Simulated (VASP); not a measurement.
Write the native input for VASP 6.6.1 that does the following.

* Task: single point
* Functional: PBE0
* Potentials or basis: VASP PAW PBE potentials, release 64 (Te, Be)
* Cutoff: 520 eV
* k mesh: 6 × 6 × 6
* Occupations: fermi-dirac, width 0.05 eV
* Spin: no spin polarisation
* Dipole correction: no
* Grid for exact exchange (PRECFOCK): Normal
* Further INCAR settings: ALGO = Normal; EDIFF = 1e-06; NBANDS = 11
* Share of exact exchange: 0.25

The system is BeTe.

```xyz
2
Lattice="0.0000 2.7700 2.7700 2.7700 0.0000 2.7700 2.7700 2.7700 0.0000" Properties=species:S:1:pos:R:3 pbc="T T T"
Te    4.1550    4.1550    4.1550
Be    0.0000    0.0000    0.0000
```

One way to write it, as run:

POSCAR

```
BeTe
1.0
    0.0000000000      2.7700000000      2.7700000000
    2.7700000000      0.0000000000      2.7700000000
    2.7700000000      2.7700000000      0.0000000000
Te Be
1 1
Direct
    0.7500000000      0.7500000000      0.7500000000
    0.0000000000      0.0000000000      0.0000000000
```

INCAR.step1

```
SYSTEM = BeTe
PREC     = Accurate       ! precision mode
ENCUT    = 520            ! plane-wave cutoff, eV
EDIFF    = 1E-5           ! SCF threshold, eV
ISMEAR   = -1             ! smearing method
SIGMA    = 0.05           ! smearing width, eV
LREAL    = .FALSE.        ! projectors in reciprocal space
LASPH    = .TRUE.         ! aspherical terms in the spheres
NELM     = 80             ! most SCF steps
ALGO     = Normal         ! electronic algorithm
ISIF     = 2              ! what is computed and relaxed
LWAVE    = .TRUE.         ! write WAVECAR
LCHARG   = .FALSE.        ! write CHGCAR
NBANDS   = 11             ! bands
GGA      = PE             ! functional
```

INCAR.step2

```
SYSTEM = BeTe
PREC     = Accurate       ! precision mode
ENCUT    = 520            ! plane-wave cutoff, eV
EDIFF    = 1E-6           ! SCF threshold, eV
ISMEAR   = -1             ! smearing method
SIGMA    = 0.05           ! smearing width, eV
LREAL    = .FALSE.        ! projectors in reciprocal space
LASPH    = .TRUE.         ! aspherical terms in the spheres
NELM     = 80             ! most SCF steps
ALGO     = Normal         ! electronic algorithm
ISIF     = 2              ! what is computed and relaxed
LWAVE    = .FALSE.        ! write WAVECAR
LCHARG   = .FALSE.        ! write CHGCAR
GGA      = PE             ! functional
LHFCALC  = .TRUE.         ! exact exchange
AEXX     = 0.25           ! exact-exchange fraction
PRECFOCK = Normal       
NBANDS   = 11             ! bands
ISTART   = 1
```

KPOINTS

```
Automatic mesh
0
G
  6 6 6
  0 0 0
```

Potentials or basis: VASP PAW PBE potentials, release 64 (Te, Be).

Launch:

```console
$ cat potpaw_PBE.64/Te/POTCAR potpaw_PBE.64/Be/POTCAR > POTCAR
$ cp INCAR.step1 INCAR
$ mpirun -np 1 vasp_std > vasp.out
$ cp INCAR.step2 INCAR
$ mpirun -np 1 vasp_std > vasp.out
```

Results of the run:

- Pressure: 3.1 GPa
- Band gap on the k mesh: 3.18 eV (least direct gap 5.11 eV)

Caveat: the cell stands under pressure; the PAW data sets were made with another functional, which shifts forces and pressure a little; spin-orbit coupling is left out, which moves the levels of the heavy elements.

Run time: 21 min on 1 thread of Intel Xeon 8259CL (shared host), peak memory 0.2 GiB.
